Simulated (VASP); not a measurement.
## Ti: relaxation of cell and atoms with r2SCAN

Ti:

```
CELL_PARAMETERS angstrom
0.00000 2.06500 2.06500
2.06500 0.00000 2.06500
2.06500 2.06500 0.00000
ATOMIC_POSITIONS crystal
Ti 0.00000 0.00000 0.00000
```

This isn't the form of Ti at room conditions, which is hcp.

* Program: VASP 6.6.1
* Task: relaxation of cell and atoms
* Functional: r2SCAN
* Potentials or basis: VASP PAW PBE potentials, release 64 (Ti_sv)
* Cutoff: 550 eV
* k mesh: 19 × 19 × 19
* Occupations: fermi-dirac, width 0.1 eV
* Spin: no spin polarisation
* Target pressure: 60 GPa
* Dipole correction: no
* Further INCAR settings: ALGO = Normal; EDIFF = 1e-07; IBRION = 2; EDIFFG = -0.02; NSW = 80; ISIF = 3

The relaxed volume is 12.59 Å³/atom and the relaxed cell is a = 2.611 Å, b = 2.611 Å, c = 2.611 Å, α = 60.00°, β = 60.00°, γ = 60.00°. The space group after relaxing (to 0.1 Å) is Fm-3m (No. 225) and the energy change on relaxing (the run minimises the enthalpy) is +730.8 meV/atom. The ionic steps are 5, the pressure after relaxing is 60.0 GPa and the band gap on the k mesh is zero (bands 6 and 7 overlap by 1.72 eV).

Step by step:
| step | energy change (eV) | largest force (eV/Å) | pressure (GPa) | volume (Å³) |
| --- | --- | --- | --- | --- |
| 1 | 0.0000 | 0.0000 | -0.94 | 17.61 |
| 2 | 12.4485 | 0.0000 | 827.91 | 5.46 |
| 3 | 0.4307 | 0.0000 | 41.94 | 13.54 |
| 4 | 0.5999 | 0.0000 | 52.37 | 12.96 |
| 5 | 0.7308 | 0.0000 | 60.03 | 12.59 |

Final structure:
```
Ti
1.0
     0.00000    1.84647    1.84647
     1.84647    0.00000    1.84647
     1.84647    1.84647    0.00000
Ti
1
Direct
  0.00000 0.00000 0.00000
```

Levels at points of the mesh, in eV from the Fermi level:
| k point | band 3 | band 4 | band 5 | band 6 | band 7 | band 8 | band 9 | band 10 |
| --- | --- | --- | --- | --- | --- | --- | --- | --- |
| (0.00, 0.00, 0.00) | -32.81 | -32.81 | -6.91 | 1.11 | 1.11 | 1.11 | 3.78 | 3.78 |

Wall time 11 min on 1 thread of Intel(R) Xeon(R) Platinum 8488C (Sapphire Rapids) (shared host), peak memory 0.2 GiB.

Caveat: the cell is relaxed towards a set pressure, so the run minimises the enthalpy, not the energy; the volume moved by over 15 % at a fixed basis, so the end points are rough; the PAW data sets were made with another functional, which shifts forces and pressure a little.
